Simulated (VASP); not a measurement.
Set up this calculation in VASP 6.6.1, as the native input.

- Task: single point
- Functional: PBE
- Potentials or basis: VASP PAW PBE potentials, release 64 (Sr_sv)
- Cutoff: 500 eV
- k mesh: 12 × 12 × 4
- Occupations: gaussian, width 0.1 eV
- Spin: no spin polarisation
- Dipole correction: no
- Further INCAR settings: ALGO = Normal; EDIFF = 1e-06; NBANDS = 22

The structure of Sr lies in POSCAR:

```
Sr
1.0
    3.8693437124     -2.2216199567     -0.0374374120
    3.8693437124      2.2216199567     -0.0374374120
   -2.7154443667      0.0000000000     10.8231412154
Sr
3
Direct
   -0.0066751336      0.0066751336      0.5000000000
    0.2224427440      0.2157676104      0.1649626002
    0.7842323896      0.7775572560      0.8350373998
```

This cell differs from its parent crystal: strained and its atoms moved.

One way to write it, as run:

INCAR

```
PREC = Accurate
ENCUT = 500
EDIFF = 1E-6
ISMEAR = 0
SIGMA = 0.1
LREAL = False
LASPH = True
NELM = 120
ALGO = Normal
ISIF = 2
LWAVE = False
LCHARG = True
GGA = PE
LELF = True
LVHAR = True
NBANDS = 22
GGA_COMPAT = False
```

KPOINTS

```
Automatic mesh
0
Gamma
  12 12 4
```

Potentials or basis: VASP PAW PBE potentials, release 64 (Sr_sv).

Run with:

```sh
$ cat potpaw_PBE.64/Sr_sv/POTCAR > POTCAR
$ mpirun -np 1 vasp_std > vasp.out
```

Results of the run:

```
Pressure               : -1.1 GPa
Largest force          : 0.039 eV/Å
Band gap on the k mesh : zero (bands 15 and 16 overlap by 0.21 eV)
```

Caveat: the cell differs from its parent crystal (strained and its atoms moved).

Wall time 5.9 min on 1 thread of Intel(R) Xeon(R) 6975P-C (Granite Rapids) (shared host), peak memory 0.65 GiB.
